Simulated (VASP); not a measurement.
Set up this calculation in VASP 6.6.1, as the native input.

| Property | Result |
| --- | --- |
| Task | single point |
| Functional | PBE |
| Potentials or basis | VASP PAW PBE potentials, release 64 (Ni, O) |
| Cutoff | 520 eV |
| k mesh | 8 × 8 × 8 |
| Occupations | gaussian, width 0.05 eV |
| Spin | collinear spin, antiferromagnetic start |
| Starting moments | [2.0, -2.0, 0.0, 0.0] μB |
| Hubbard terms | Ni d U = 7.0 eV |
| Dipole correction | no |
| Further INCAR settings | ALGO = Normal; EDIFF = 1e-06; NBANDS = 28 |

The structure of NiO lies in POSCAR:

```
NiO
1.0
    0.0000000000      2.0913095100      2.0913095100
    2.0913095100      0.0000000000      2.0913095100
    4.1826190200      4.1826190200      0.0000000000
Ni O
2 2
Direct
    0.0000000000      0.0000000000      0.0000000000
    0.0000000000      0.0000000000      0.5000000000
    0.5000000000      0.5000000000      0.2500000000
    0.5000000000      0.5000000000      0.7500000000
```

The input as run:

INCAR

```
SYSTEM = NiO
PREC = Accurate ; ENCUT = 520
EDIFF = 1E-6 ; ISMEAR = 0
SIGMA = 0.05 ; LREAL = .FALSE.
LASPH = .TRUE. ; NELM = 150
ALGO = Normal ; ISIF = 2
LWAVE = .FALSE. ; LCHARG = .FALSE.
ISPIN = 2 ; MAGMOM = 2 -2 0 0
LORBIT = 11 ; LMAXMIX = 4
LDAU = .TRUE. ; LDAUTYPE = 2
LDAUL = 2 -1 ; LDAUU = 7 0
LDAUJ = 0 0 ; LDAUPRINT = 1
GGA = PE ; NBANDS = 28
```

KPOINTS

```
regular mesh
0
G
  8 8 8
  0 0 0
```

Potentials or basis: VASP PAW PBE potentials, release 64 (Ni, O).

The run is started by

```console
$ cat potpaw_PBE.64/Ni/POTCAR potpaw_PBE.64/O/POTCAR > POTCAR
$ mpirun -np 1 vasp_std > vasp.out
```

Results of the run:

```json
{
 "Pressure": "-0.6 GPa",
 "Band gap on the k mesh": "3.47 eV",
 "Net moment": "0.00 μB per cell",
 "Site moments": "Ni +1.78, -1.78; O +0.00 μB",
 "Valence electrons inside the program's atomic spheres": "Ni 9.01; O 5.03"
}
```

Wall time 85 s on 1 thread of Intel(R) Xeon(R) 6975P-C (Granite Rapids), on a shared host, peak memory 0.25 GiB.
